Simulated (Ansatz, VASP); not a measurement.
## Two plane-wave programs on Zn3In4O

```xyz
8
Lattice="4.6759 0.0000 0.0000 0.0000 4.6759 0.0000 0.0000 0.0000 8.6105" Properties=species:S:1:pos:R:3 pbc="T T T"
Zn    2.3380    2.3380    5.4533
Zn    2.3380    2.3380    3.1572
Zn    0.0000    0.0000    0.0000
In    2.3380    0.0000    6.8312
In    0.0000    2.3380    6.8312
In    2.3380    0.0000    1.7793
In    0.0000    2.3380    1.7793
O     0.0000    0.0000    4.3052
```

Change from the starting cell: species swapped into the CsZn4P3 type (P4/mmm, No. 123).

Alike in both runs: functional PBE; k mesh 4 × 4 × 2; occupations gaussian, width 0.2 eV; no spin polarisation.

Ansatz relaxed the structure, and its values are those at the end. VASP's run is a single point on that final structure, the one shown.

|  | VASP | Ansatz |
| --- | --- | --- |
| version | VASP 6.6.1 | Ansatz 0.2.0 |
| potentials or method | VASP PAW PBE potentials, release 64 (Zn, In_d, O), cutoff 520 eV | scalar-relativistic, plane waves, PAW |
| valence electrons in the cell | 94 | 94 |

Ansatz gave:

```
gap on the k mesh at the Fermi level (eV) : none
pressure (GPa)                            : 0.1
rms of the force components (eV/Å)        : 0.020
```

Problem. What did VASP give for the same quantities?

Solution. gap on the k mesh at the Fermi level (eV): none; pressure (GPa): 0.1; rms of the force components (eV/Å): 0.025.

A gap of «none» marks a metal or a gap that the smearing closes. With one functional, cell and mesh, what is left measures potentials, basis and numerics.

The k mesh is coarse, so the values compare programs but aren't converged.
